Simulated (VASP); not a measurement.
# Na (I4/mmm) in VASP: vibrations by perturbation theory with PBEsol

Aim: the vibrations by perturbation theory of Na with PBEsol.

Program: VASP 6.6.1. These are calculated values, not measurements. Logs are shortened: lines on timing, memory, paths and dates and some standing lists are left out, and cuts for length are marked.

## 1. The cell of the first run

It takes space group I4/mmm (No. 139, tetragonal). Conventional cell: a = 3.727 Å, b = 3.727 Å, c = 5.224 Å, α = 90.00°, β = 90.00°, γ = 90.00°. Na (site symmetry 4/mmm) has 12 Na at 3.71 to 3.73 Å within 4.9 Å.

## 2. Vibrations by perturbation theory, PBEsol

Contents of INCAR:

```
  PREC = Accurate
  ENCUT = 520
  EDIFF = 1E-8
  ISMEAR = 0
  SIGMA = 0.15
  LREAL = F
  LASPH = T
  NELM = 80
  ALGO = Normal
  ISIF = 2
  LWAVE = F
  LCHARG = T
  GGA = PS
  IBRION = 8
  NSW = 1
```

Contents of KPOINTS:

```
regular mesh
0
Gamma
  12 12 10
```

Contents of POSCAR:

```
Na
1.0
    0.0000000000     -3.7271439106      0.0000000000
   -3.7271439106      0.0000000000      0.0000000000
    0.0000000000      0.0000000000     -5.2241838134
Na
2
Direct
    0.5000000000      0.5000000000      0.5000000000
    0.0000000000      0.0000000000      0.0000000000
```

Potentials or basis: VASP PAW PBE potentials, release 64 (Na_pv).

Started as:

```sh
$ cat potpaw_PBE.64/Na_pv/POTCAR > POTCAR
$ mpirun -np 1 vasp_std > vasp.out
```

OUTCAR:

```text
PREC = Accurate
   ENCUT = 520
   EDIFF = 1E-8
   ISMEAR = 0
   LREAL = F
   LASPH = T
   NELM = 80
   ISIF = 2
   GGA = PS
   IBRION = 8
   NSW = 1

 ion  position               nearest neighbor table
   1  0.500  0.500  0.500-
   2  0.000  0.000  0.000-

  LATTYP: Found a simple tetragonal cell.
 ALAT       =     3.7271439106
 C/A-ratio  =     1.4016587335

  Lattice vectors:

 A1 = (   0.0000000000,  -3.7271439106,   0.0000000000)
 A2 = (  -3.7271439106,   0.0000000000,   0.0000000000)
 A3 = (   0.0000000000,   0.0000000000,  -5.2241838134)

Analysis of symmetry for initial positions (statically):
=====================================================================
 Subroutine PRICEL returns following result:

  LATTYP: Found a body centered tetragonal cell.
 ALAT       =     3.7271439106
 C/A-ratio  =     1.4016587335

  Lattice vectors:

 A1 = (   1.8635719553,   1.8635719553,   2.6120919067)
 A2 = (  -1.8635719553,  -1.8635719553,   2.6120919067)
 A3 = (   1.8635719553,  -1.8635719553,  -2.6120919067)

   2 primitive cells build up your supercell.

 Routine SETGRP: Setting up the symmetry group for a
 simple tetragonal supercell.

 Subroutine GETGRP returns: Found 16 space group operations
 (whereof 16 operations were pure point group operations)
 out of a pool of 16 trial point group operations.

The static configuration has the point symmetry D_4h.

Analysis of symmetry for dynamics (positions and initial velocities):
=====================================================================
 Subroutine PRICEL returns following result:

  LATTYP: Found a body centered tetragonal cell.
 ALAT       =     3.7271439106
 C/A-ratio  =     1.4016587335

  Lattice vectors:

 A1 = (   1.8635719553,   1.8635719553,   2.6120919067)
 A2 = (  -1.8635719553,  -1.8635719553,   2.6120919067)
 A3 = (   1.8635719553,  -1.8635719553,  -2.6120919067)

   2 primitive cells build up your supercell.

 Routine SETGRP: Setting up the symmetry group for a
 simple tetragonal supercell.

 Subroutine GETGRP returns: Found 16 space group operations
 (whereof 16 operations were pure point group operations)
 out of a pool of 16 trial point group operations.

The dynamic configuration has the point symmetry D_4h.

 Subroutine INISYM returns: Found 16 space group operations
 (whereof 16 operations are pure point group operations),
 and found     2 'primitive' translations

----------------------------------------------------------------------------------------

                                     Primitive cell

  volume of cell :      36.2861

  direct lattice vectors                    reciprocal lattice vectors
     1.863571955  1.863571955  2.612091907     0.268301956  0.000000000  0.191417461
    -1.863571955 -1.863571955  2.612091907     0.000000000 -0.268301956  0.191417461
     1.863571955 -1.863571955 -2.612091907     0.268301956 -0.268301956  0.000000000

  length of vectors
     3.710636737  3.710636737  3.710636737     0.329585472  0.329585472  0.379436264

  position of ions in fractional coordinates (direct lattice)
     0.000000000  0.000000000  0.000000000

  ion indices of the primitive-cell ions
   primitive index   ion index
                 1           1

----------------------------------------------------------------------------------------

 KPOINTS: regular mesh

Automatic generation of k-mesh.
 Grid dimensions read from file:
 generate k-points for:   12   12   10

 Generating k-lattice:

  Cartesian coordinates                     Fractional coordinates (reciprocal lattice)
     0.000000000 -0.022358496  0.000000000     0.083333333  0.000000000  0.000000000
    -0.022358496  0.000000000  0.000000000     0.000000000  0.083333333  0.000000000
     0.000000000  0.000000000 -0.019141746     0.000000000  0.000000000  0.100000000

  Length of vectors
     0.022358496  0.022358496  0.019141746

  Shift w.r.t. Gamma in fractional coordinates (k-lattice)
     0.000000000  0.000000000  0.000000000

 Subroutine IBZKPT returns following result:
 ===========================================

 Found    168 irreducible k-points:

 Following reciprocal coordinates:
            Coordinates               Weight
[... 41 lines left out ...]
   ENCUT  =  520.0 eV  38.22 Ry    6.18 a.u.   6.93  6.93  9.71*2*pi/ulx,y,z
   NELM   =     80;   NELMIN=  2; NELMDL= -5     # of ELM steps
   EDIFF  = 0.1E-07   stopping-criterion for ELM
   LREAL  =      F    real-space projection
   EDIFFG = 0.1E-06   stopping-criterion for IOM
   NSW    =      1    number of steps for IOM
   IBRION =      8    ionic relax: 0-MD 1-quasi-New 2-CG
   NFREE  =      0    steps in history (QN), initial steepest desc. (CG)
   ISIF   =      2    stress and relaxation
   ISYM   =      2    0-nonsym 1-usesym 2-fastsym
   POTIM  = 0.5000    time-step for ionic-motion
   TEBEG  =    0.0;   TEEND  =   0.0 temperature during run
   PSTRESS=    0.0 pullay stress
   NELECT =      14.0000    total number of electrons
   NUPDOWN=      -1.0000    fix difference up-down
   EMIN   =  10.00;   EMAX   =-10.00  energy-range for DOS
   EFERMI =   0.00;   METHOD = LEGACY
   ISMEAR =     0;   SIGMA  =   0.15  broadening in eV -4-tet -1-fermi 0-gaus
   EFERMI_NEDOS =   21; number of points for ismear=-14 and -15
   IALGO  =     38    algorithm
   IMIX   =      4    mixing-type and parameters
     AMIX     =   0.40;   BMIX     =  1.00
     AMIX_MAG =   1.60;   BMIX_MAG =  1.00
  volume/ion in A,a.u.               =      36.29       244.87
  Fermi-wavevector in a.u.,A,eV,Ry     =   0.945933  1.787555 12.174358  0.894790
  Thomas-Fermi vector in A             =   2.073883
   LORBIT       =      0    0 simple, 1 ext, 2 COOP (PROOUT), +10 PAW based schemes
   GGA     = PS    functional components
   LHFCALC =     F    Hartree Fock is set to
   AEXX    =    0.0000 exact exchange contribution
   IVDW    =     0    specifies the selected vdW correction
   LEPSILON=     F    determine dielectric tensor
   LRPA    =     F    only Hartree local field effects (RPA)
 non-spin polarized calculation
 Gauss-broadening in eV      SIGMA  =   0.15
  energy-cutoff  :      520.00
  volume of cell :       72.57
 maximum number of plane-waves:      1979
 NGX is ok and might be reduce to    28
   NGX = 13   NGY = 13   NGZ = 19

--------------------------------------- Ionic step        1  -------------------------------------------

 number of electron      13.9999989 magnetization

 Free energy of the ion-electron system (eV)
  ---------------------------------------------------
  ext. energy  EPLUGINS =         0.00000000
  ---------------------------------------------------
  free energy    TOTEN  =        -2.80579438 eV

  energy without entropy =       -2.79482370  energy(sigma->0) =       -2.80030904

 E-fermi :   0.3630     XC(G=0):  -6.5575

 val. band max:        0.3521548900   @ k =   0.4167   0.3333   0.2000
 cond. band min:       0.3724070333   @ k =   0.4167   0.0833   0.5000
 fundamental gap:      0.0202521433
 Fermi energy:         0.3630488523

 k-point     1 :       0.0000    0.0000    0.0000
  band No.  band energies     occupation
      1     -24.4341      2.00000
      2     -24.4122      2.00000
      3     -24.4122      2.00000
      4     -24.3979      2.00000
      5     -24.3978      2.00000
      6     -24.3978      2.00000
      7      -2.9576      2.00000
      8       2.2123      0.00000
      9       2.7735      0.00000
     10       6.6375      0.00000
     11       7.5438      0.00000
[... 309 lines left out ...]
 k-point    24 :       0.4167    0.3333    0.0000
  band No.  band energies     occupation
      1     -24.4304      2.00000
      2     -24.4287      2.00000
      3     -24.4151      2.00000
      4     -24.4112      2.00000
      5     -24.4104      2.00000
      6     -24.4092      2.00000
      7       0.1387      1.96559
      8       1.8446      0.00000
      9       3.6037      0.00000
     10       4.9864      0.00000
     11       5.2641      0.00000

 [... further k-points ...]
[... 5 lines left out ...]
  --------------------------------------------------------------------------------------
  -------------------------------------------------------------------------------------
  Total        0.0141640      0.0141640     -0.0124477      0.0000000      0.0000000      0.0000000
  in kB        0.3126991      0.3126991     -0.2748068      0.0000000      0.0000000      0.0000000
  external PRESSURE =       0.1168638 kB  Pullay stress =       0.0000000 kB

 VOLUME and BASIS-vectors are now :
 -----------------------------------------------------------------------------
  energy-cutoff  :      520.00
  volume of cell :       72.57
      direct lattice vectors                 reciprocal lattice vectors
     0.000000000 -3.727143911  0.000000000     0.000000000 -0.268301956  0.000000000
    -3.727143911  0.000000000  0.000000000    -0.268301956  0.000000000  0.000000000
     0.000000000  0.000000000 -5.224183813     0.000000000  0.000000000 -0.191417461

 POSITION                                       TOTAL-FORCE (eV/Angst)
 -----------------------------------------------------------------------------------
     -1.86357     -1.86357     -2.61209         0.000000      0.000000      0.000000
      0.00000      0.00000      0.00000         0.000000     -0.000000     -0.000000
 -----------------------------------------------------------------------------------
    total drift:                               -0.000000     -0.000000     -0.000000

  FREE ENERGIE OF THE ION-ELECTRON SYSTEM (eV)
  ---------------------------------------------------
  free  energy   TOTEN  =        -2.8057943832 eV

  energy  without entropy=       -2.7948237003  energy(sigma->0) =       -2.80030904

[... ionic steps 2 to 3 ...]

--------------------------------------- Ionic step        4  -------------------------------------------

------------------------ aborting loop because EDIFF is reached ----------------------------------------

[... ionic steps 5 to 5 ...]

--------------------------------------- Ionic step        6  -------------------------------------------

 Free energy of the ion-electron system (eV)
  ---------------------------------------------------
  ---------------------------------------------------
  free energy    TOTEN  =        -0.16362193 eV

  energy without entropy =       -0.16362193

------------------------ aborting loop because EDIFF is reached ----------------------------------------

 INTERNAL STRAIN TENSOR  FOR ION    1  DIRECTION 3   (eV/Angst):
 -----------------------------------------------------------------------------
    -0.00010  0.00000  0.00000
     0.00000 -0.00010  0.00000
    -0.00000  0.00000 -0.00020

 INTERNAL STRAIN TENSOR FOR ION    2 for displacements in x,y,z  (eV/Angst):
          X           Y           Z          XY          YZ          ZX
  --------------------------------------------------------------------------------
  x     0.00000     0.00000     0.00000     0.00000     0.00000     0.00000
  y     0.00000     0.00000     0.00000     0.00000     0.00000     0.00000
  z     0.00000     0.00000     0.00000     0.00000     0.00000     0.00000

 SECOND DERIVATIVES (NOT SYMMETRIZED)
 ------------------------------------
               1X          1Y          1Z          2X          2Y          2Z
  1X    -0.378206    0.000000    0.000000    0.378206    0.000000    0.000000
  1Y     0.000000   -0.378206    0.000000    0.000000    0.378206    0.000000
  1Z     0.000000    0.000000   -0.777474   -0.000000   -0.000000    0.777474
  2X     0.378206    0.000000    0.000000   -0.378206    0.000000    0.000000
  2Y     0.000000    0.378206    0.000000    0.000000   -0.378206    0.000000
  2Z    -0.000000   -0.000000    0.777474    0.000000    0.000000   -0.777474

 Eigenvectors and eigenvalues of the dynamical matrix
 ----------------------------------------------------

   1 f  =    4.065736 THz    25.545773 2PiTHz  135.618354 cm-1    16.814525 meV
             X         Y         Z           dx          dy          dz
     -1.863572 -1.863572 -2.612092     0.000000    0.000000   -0.707107
      0.000000  0.000000  0.000000    -0.000000    0.000000    0.707107
[... 16 lines left out ...]
   5 f  =    0.000000 THz     0.000000 2PiTHz    0.000000 cm-1     0.000000 meV
             X         Y         Z           dx          dy          dz
     -1.863572 -1.863572 -2.612092    -0.000000   -0.000000    0.707107
      0.000000  0.000000  0.000000     0.000000    0.000000    0.707107

   6 f/i=    0.000000 THz     0.000000 2PiTHz    0.000000 cm-1     0.000000 meV
             X         Y         Z           dx          dy          dz
     -1.863572 -1.863572 -2.612092     0.707107   -0.000000    0.000000
      0.000000  0.000000  0.000000     0.707107    0.000000    0.000000

--------------------------------------------------------------------------------------------------------

 ELASTIC MODULI CONTR FROM IONIC RELAXATION (kBar)
 Direction    XX          YY          ZZ          XY          YZ          ZX
 --------------------------------------------------------------------------------
 XX           0.0000      0.0000      0.0000      0.0000      0.0000      0.0000
 YY           0.0000      0.0000      0.0000      0.0000      0.0000      0.0000
 ZZ           0.0000      0.0000      0.0000      0.0000      0.0000      0.0000
 XY           0.0000      0.0000      0.0000      0.0000      0.0000      0.0000
 YZ           0.0000      0.0000      0.0000      0.0000      0.0000      0.0000
 ZX           0.0000      0.0000      0.0000      0.0000      0.0000      0.0000
 --------------------------------------------------------------------------------
```

Wall time 15 min (1 thread of Intel Xeon 8259CL, shared host); peak memory 0.53 GiB.

Results:

* Highest phonon frequency at Γ: 136 cm⁻¹

Phonon frequencies in cm⁻¹ (negative: imaginary):
```
              q point      frequencies
(0.000, 0.000, 0.000)  0 0 0 95 95 136
```

Caveat: the PAW data sets were made with another functional, which shifts forces and pressure a little.
